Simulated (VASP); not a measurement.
# RuC18 in VASP: single point with PBE

Aim: the single point of RuC18 with PBE.

Everything below comes from runs of VASP 6.6.1. Logs are shortened: lines on timing, memory, paths and dates and some standing lists are left out, and cuts for length are marked.

## Step 1: The cell of the first run

The cell holds a slab with vacuum, 19 atoms: a = 7.398 Å, b = 7.398 Å, c = 13.000 Å, α = 90.00°, β = 90.00°, γ = 120.00°.

## Step 2: Single point, PBE

Contents of INCAR:

```
SYSTEM = RuC18
PREC = Accurate ; ENCUT = 520
EDIFF = 1E-6 ; ISMEAR = 0
SIGMA = 0.02 ; LREAL = Auto
LASPH = .TRUE. ; NELM = 60
ALGO = Normal ; ISIF = 2
LWAVE = .FALSE. ; LCHARG = .FALSE.
GGA = PE ; NBANDS = 58
```

Contents of KPOINTS:

```
Automatic mesh
0
G
  2 2 1
  0 0 0
```

Contents of POSCAR:

```
RuC18
1.0
    7.3980000000      0.0000000000      0.0000000000
   -3.6990000000      6.4068560000      0.0000000000
    0.0000000000      0.0000000000     13.0000000000
C Ru
18 1
Direct
   -0.0018366669     -0.0040501925      0.0798998462
    0.2190289553      0.1050941367      0.0799513077
   -0.0018213228      0.3259442697      0.0801115385
    0.2190215492      0.4376748908      0.0801534615
   -0.0014774308      0.6611319187      0.0771549231
    0.2215287558      0.7726268547      0.0801219231
    0.3306503695     -0.0065027215      0.0799666154
    0.5515000176      0.1026331792      0.0799454615
    0.3281334406      0.3259419285      0.0801285385
    0.5511211091      0.4374520045      0.0771621538
    0.3306103956      0.6608539352      0.0801453077
    0.5514640489      0.7726234209      0.0801010769
    0.6632132243     -0.0065027215      0.0799466154
    0.8864384433      0.1050969461      0.0799323077
    0.6629932632      0.3256210222      0.0769824615
    0.8867040907      0.4374568431      0.0771458462
    0.6629802243      0.6611323869      0.0771324615
    0.8866568693      0.7729412055      0.0769556923
    0.7748289377      0.5492904788      0.2062936154
```

Potentials or basis: VASP PAW PBE potentials, release 64 (C, Ru_pv).

Launch:

```console
$ cat potpaw_PBE.64/C/POTCAR potpaw_PBE.64/Ru_pv/POTCAR > POTCAR
$ mpirun -np 1 vasp_std > vasp.out
```

OUTCAR:

```text
SYSTEM = RuC18
   PREC = Accurate
   ENCUT = 520
   EDIFF = 1E-6
   ISMEAR = 0
   LREAL = Auto
   LASPH = .TRUE.
   NELM = 60
   ISIF = 2
   GGA = PE

 ion  position               nearest neighbor table
   1  0.998  0.996  0.080-   2 1.42  14 1.42  18 1.43
   2  0.219  0.105  0.080-   9 1.41   1 1.42   7 1.43
   3  0.998  0.326  0.080-   4 1.41  14 1.41  16 1.43
   4  0.219  0.438  0.080-   3 1.41   9 1.41  11 1.43
   5  0.999  0.661  0.077-   6 1.43  16 1.43  18 1.43  19 2.21
   6  0.222  0.773  0.080-  11 1.42   7 1.42   5 1.43
   7  0.331  0.993  0.080-   8 1.41   6 1.42   2 1.43
   8  0.552  0.103  0.080-  13 1.41   7 1.41  15 1.43
   9  0.328  0.326  0.080-   4 1.41   2 1.41  10 1.43
  10  0.551  0.437  0.077-   9 1.43  17 1.43  15 1.43  19 2.21
  11  0.331  0.661  0.080-  12 1.42   6 1.42   4 1.43
  12  0.551  0.773  0.080-  11 1.42  13 1.42  17 1.43
  13  0.663  0.993  0.080-   8 1.41  12 1.42  14 1.43
  14  0.886  0.105  0.080-   3 1.41   1 1.42  13 1.43
  15  0.663  0.326  0.077-   8 1.43  10 1.43  16 1.43  19 2.21
  16  0.887  0.437  0.077-   3 1.43   5 1.43  15 1.43  19 2.21
  17  0.663  0.661  0.077-  12 1.43  18 1.43  10 1.43  19 2.21
  18  0.887  0.773  0.077-   1 1.43   5 1.43  17 1.43  19 2.21
  19  0.775  0.549  0.206-  10 2.21   5 2.21  16 2.21  17 2.21  15 2.21  18 2.21

  LATTYP: Found a hexagonal cell.
 ALAT       =     7.3980000000
 C/A-ratio  =     1.7572316842

  Lattice vectors:

 A1 = (   7.3980000000,   0.0000000000,   0.0000000000)
 A2 = (  -3.6990000000,   6.4068560000,   0.0000000000)
 A3 = (   0.0000000000,   0.0000000000,  13.0000000000)

Analysis of symmetry for initial positions (statically):
=====================================================================
 Subroutine PRICEL returns:
 Original cell was already a primitive cell.

 Routine SETGRP: Setting up the symmetry group for a
 hexagonal supercell.

 Subroutine GETGRP returns: Found  1 space group operations
 (whereof  1 operations were pure point group operations)
 out of a pool of 24 trial point group operations.

The static configuration has the point symmetry C_1 .

Analysis of symmetry for dynamics (positions and initial velocities):
=====================================================================
 Subroutine PRICEL returns:
 Original cell was already a primitive cell.

 Routine SETGRP: Setting up the symmetry group for a
 hexagonal supercell.

 Subroutine GETGRP returns: Found  1 space group operations
 (whereof  1 operations were pure point group operations)
 out of a pool of 24 trial point group operations.

The dynamic configuration has the point symmetry C_1 .

 Subroutine INISYM returns: Found  1 space group operations
 (whereof  1 operations are pure point group operations),
 and found     1 'primitive' translations

----------------------------------------------------------------------------------------

                                     Primitive cell

  volume of cell :     616.1730

  direct lattice vectors                    reciprocal lattice vectors
     7.398000000  0.000000000  0.000000000     0.135171668  0.078041398  0.000000000
    -3.699000000  6.406856000  0.000000000     0.000000000  0.156082796  0.000000000
     0.000000000  0.000000000 13.000000000     0.000000000  0.000000000  0.076923077

  length of vectors
     7.398000000  7.398000054 13.000000000     0.156082797  0.156082796  0.076923077

  position of ions in fractional coordinates (direct lattice)
     0.998163333  0.995949807  0.079899846
     0.219028955  0.105094137  0.079951308
     0.998178677  0.325944270  0.080111538
     0.219021549  0.437674891  0.080153461
     0.998522569  0.661131919  0.077154923
     0.221528756  0.772626855  0.080121923
[... 11 lines left out ...]
     0.886656869  0.772941205  0.076955692
     0.774828938  0.549290479  0.206293615

  ion indices of the primitive-cell ions
   primitive index   ion index
                 1           1
                 2           2
                 3           3
                 4           4
                 5           5
                 6           6
[... 11 lines left out ...]
                18          18
                19          19

----------------------------------------------------------------------------------------

 KPOINTS: Automatic mesh

Automatic generation of k-mesh.
 Grid dimensions read from file:
 generate k-points for:    2    2    1

 Generating k-lattice:

  Cartesian coordinates                     Fractional coordinates (reciprocal lattice)
     0.067585834  0.039020699  0.000000000     0.500000000 -0.000000000  0.000000000
     0.000000000  0.078041398  0.000000000     0.000000000  0.500000000  0.000000000
     0.000000000  0.000000000  0.076923077     0.000000000  0.000000000  1.000000000

  Length of vectors
     0.078041399  0.078041398  0.076923077

  Shift w.r.t. Gamma in fractional coordinates (k-lattice)
     0.000000000  0.000000000  0.000000000

 Subroutine IBZKPT returns following result:
 ===========================================

 Found      4 irreducible k-points:

 Following reciprocal coordinates:
            Coordinates               Weight
  0.000000  0.000000  0.000000      1.000000
  0.500000  0.000000  0.000000      1.000000
  0.000000  0.500000  0.000000      1.000000
  0.500000  0.500000  0.000000      1.000000
   k-points           NKPTS =      4   k-points in BZ     NKDIM =      4   number of bands    NBANDS=     58
   number of dos      NEDOS =    301   number of ions     NIONS =     19
   total plane-waves  NPLWV = 307328
   dimension x,y,z NGX =    56 NGY =   56 NGZ =   98
   dimension x,y,z NGXF=   112 NGYF=  112 NGZF=  196
   ions per type =              18   1
   NGX,Y,Z   is equivalent  to a cutoff of  12.58, 12.58, 12.53 a.u.
   NGXF,Y,Z  is equivalent  to a cutoff of  25.17, 25.17, 25.06 a.u.
 SYSTEM =  RuC18
   PREC   = accura    normal or accurate (medium, high low for compatibility)
   ISTART =      0    job   : 0-new  1-cont  2-samecut
   ICHARG =      2    charge: 1-file 2-atom 10-const
   ISPIN  =      1    spin polarized calculation?
   LNONCOLLINEAR =      F non collinear calculations
   LSORBIT =      F    spin-orbit coupling
   LASPH  =      T    aspherical Exc in radial PAW
   ENCUT  =  520.0 eV  38.22 Ry    6.18 a.u.  13.76 13.76 24.17*2*pi/ulx,y,z
   NELM   =     60;   NELMIN=  2; NELMDL= -5     # of ELM steps
   EDIFF  = 0.1E-05   stopping-criterion for ELM
   LREAL  =      T    real-space projection
   EDIFFG = 0.1E-04   stopping-criterion for IOM
   NSW    =      0    number of steps for IOM
   IBRION =     -1    ionic relax: 0-MD 1-quasi-New 2-CG
   NFREE  =      0    steps in history (QN), initial steepest desc. (CG)
   ISIF   =      2    stress and relaxation
   ISYM   =      2    0-nonsym 1-usesym 2-fastsym
   POTIM  = 0.5000    time-step for ionic-motion
   TEBEG  =    0.0;   TEEND  =   0.0 temperature during run
   PSTRESS=    0.0 pullay stress
   NELECT =      86.0000    total number of electrons
   NUPDOWN=      -1.0000    fix difference up-down
   EMIN   =  10.00;   EMAX   =-10.00  energy-range for DOS
   EFERMI =   0.00;   METHOD = LEGACY
   ISMEAR =     0;   SIGMA  =   0.02  broadening in eV -4-tet -1-fermi 0-gaus
   EFERMI_NEDOS =   21; number of points for ismear=-14 and -15
   IALGO  =     38    algorithm
   IMIX   =      4    mixing-type and parameters
     AMIX     =   0.40;   BMIX     =  1.00
     AMIX_MAG =   1.60;   BMIX_MAG =  1.00
  volume/ion in A,a.u.               =      32.43       218.85
  Fermi-wavevector in a.u.,A,eV,Ry     =   0.849194  1.604743  9.811569  0.721130
  Thomas-Fermi vector in A             =   1.964976
   LORBIT       =      0    0 simple, 1 ext, 2 COOP (PROOUT), +10 PAW based schemes
   GGA     = PE    functional components
   LHFCALC =     F    Hartree Fock is set to
   AEXX    =    0.0000 exact exchange contribution
   IVDW    =     0    specifies the selected vdW correction
   LEPSILON=     F    determine dielectric tensor
   LRPA    =     F    only Hartree local field effects (RPA)
 non-spin polarized calculation
 Gauss-broadening in eV      SIGMA  =   0.02
  energy-cutoff  :      520.00
  volume of cell :      616.17
 maximum number of plane-waves:     16651
 NGX is ok and might be reduce to    56
   NGX = 27   NGY = 27   NGZ = 49

 number of electron      86.0000002 magnetization

 Free energy of the ion-electron system (eV)
  ---------------------------------------------------
  ext. energy  EPLUGINS =         0.00000000
  ---------------------------------------------------
  free energy    TOTEN  =      -169.98500374 eV

  energy without entropy =     -169.97729308  energy(sigma->0) =     -169.98114841

 E-fermi :  -0.7797     XC(G=0):  -3.7838

 val. band max:       -1.1795084161   @ k =   0.5000   0.0000   0.0000
 cond. band min:      -0.7740676479   @ k =   0.0000   0.5000   0.0000
 fundamental gap:      0.4054407682
 Fermi energy:        -0.7796601096

 k-point     1 :       0.0000    0.0000    0.0000
  band No.  band energies     occupation
      1     -43.1615      2.00000
      2     -43.0046      2.00000
      3     -42.9981      2.00000
      4     -20.9765      2.00000
      5     -18.6344      2.00000
      6     -18.4816      2.00000
[... 47 lines left out ...]
     54       3.7215      0.00000
     55       3.7218      0.00000

 k-point     2 :       0.5000    0.0000    0.0000
  band No.  band energies     occupation
      1     -43.1615      2.00000
      2     -43.0046      2.00000
      3     -42.9981      2.00000
      4     -20.4325      2.00000
      5     -20.2184      2.00000
      6     -19.0399      2.00000
[... 47 lines left out ...]
     54       3.7094      0.00000
     55       3.7125      0.00000

 k-point     3 :       0.0000    0.5000    0.0000
  band No.  band energies     occupation
      1     -43.1615      2.00000
      2     -43.0046      2.00000
      3     -42.9981      2.00000
      4     -20.4331      2.00000
      5     -20.2174      2.00000
      6     -19.0404      2.00000
[... 47 lines left out ...]
     54       3.7101      0.00000
     55       3.7138      0.00000

 k-point     4 :       0.5000    0.5000    0.0000
  band No.  band energies     occupation
      1     -43.1615      2.00000
      2     -43.0046      2.00000
      3     -42.9981      2.00000
      4     -20.4326      2.00000
      5     -20.2183      2.00000
      6     -19.0400      2.00000
[... 47 lines left out ...]
     54       3.7095      0.00000
     55       3.7126      0.00000
 [bands above 55 left out]

------------------------ aborting loop because EDIFF is reached ----------------------------------------

  FORCE on cell =-STRESS in cart. coord.  units (eV):
  Direction    XX          YY          ZZ          XY          YZ          ZX
  --------------------------------------------------------------------------------------
  -------------------------------------------------------------------------------------
  Total        7.0107254      7.0615006     -0.0613465     -0.0023521      0.0049014      0.0018771
  in kB       18.2293380     18.3613639     -0.1595135     -0.0061160      0.0127448      0.0048809
  external PRESSURE =      12.1437295 kB  Pullay stress =       0.0000000 kB

 VOLUME and BASIS-vectors are now :
 -----------------------------------------------------------------------------
  energy-cutoff  :      520.00
  volume of cell :      616.17
      direct lattice vectors                 reciprocal lattice vectors
     7.398000000  0.000000000  0.000000000     0.135171668  0.078041398  0.000000000
    -3.699000000  6.406856000  0.000000000     0.000000000  0.156082796  0.000000000
     0.000000000  0.000000000 13.000000000     0.000000000  0.000000000  0.076923077

 POSITION                                       TOTAL-FORCE (eV/Angst)
 -----------------------------------------------------------------------------------
      3.70039      6.38091      1.03870         0.000497     -0.015011      0.002340
      1.23163      0.67332      1.03937         0.006570     -0.004787      0.002588
      6.17886      2.08828      1.04145        -0.004340      0.002804     -0.001568
      0.00136      2.80412      1.04199        -0.000272     -0.002444     -0.001687
      4.94154      4.23578      1.00301        -0.007765      0.001121     -0.013515
     -1.21908      4.95011      1.04159        -0.011997      0.000368      0.002540
[... 11 lines left out ...]
      3.70038      4.95212      1.00042        -0.000521      0.009256     -0.000545
      3.70036      3.51922      2.68182        -0.001762      0.001282      0.046266
 -----------------------------------------------------------------------------------
    total drift:                                0.011780     -0.013081     -0.036485

  FREE ENERGIE OF THE ION-ELECTRON SYSTEM (eV)
  ---------------------------------------------------
  free  energy   TOTEN  =      -169.9850037444 eV

  energy  without entropy=     -169.9772930779  energy(sigma->0) =     -169.98114841
```

Run time: 5.3 min. Hardware: 1 thread of Intel Xeon Platinum 8488C (Sapphire Rapids), shared host; peak memory 0.63 GiB.

What came out:

* Free energy: -169.9850 eV
* Largest force: 0.046 eV/Å
* Band gap on the k mesh: zero (band 43 reaches -0.56 eV, above the bottom of band 44 at -0.77 eV)

Forces on the atoms (eV/Å):
```
C    0.000 -0.015  0.002
C    0.007 -0.005  0.003
C   -0.004  0.003 -0.002
C    0.000 -0.002 -0.002
C   -0.008  0.001 -0.014
C   -0.012  0.000  0.003
C   -0.010  0.000  0.002
C   -0.001  0.010  0.001
C    0.005  0.005 -0.001
C    0.017  0.002 -0.014
C    0.001  0.002 -0.005
C    0.011  0.000  0.002
C    0.011  0.001  0.002
C   -0.008 -0.007  0.000
C    0.003 -0.004  0.001
C   -0.018 -0.002 -0.012
C    0.008  0.001 -0.012
C   -0.001  0.009 -0.001
Ru  -0.002  0.001  0.046
```

Levels at points of the mesh, in eV from the Fermi level:
```
           k point  band 41  band 42  band 43  band 44  band 45  band 46
(0.00, 0.00, 0.00)    -1.71    -1.35     0.22     0.22     0.59     0.59
(0.50, 0.00, 0.00)    -1.28    -1.19    -0.40     0.01     0.93     1.43
(0.00, 0.50, 0.00)    -1.28    -1.19    -0.40     0.01     0.92     1.43
(0.50, 0.50, 0.00)    -1.28    -1.19    -0.40     0.01     0.93     1.43
```

Caveat: the k points lie up to 0.49 Å⁻¹ apart.
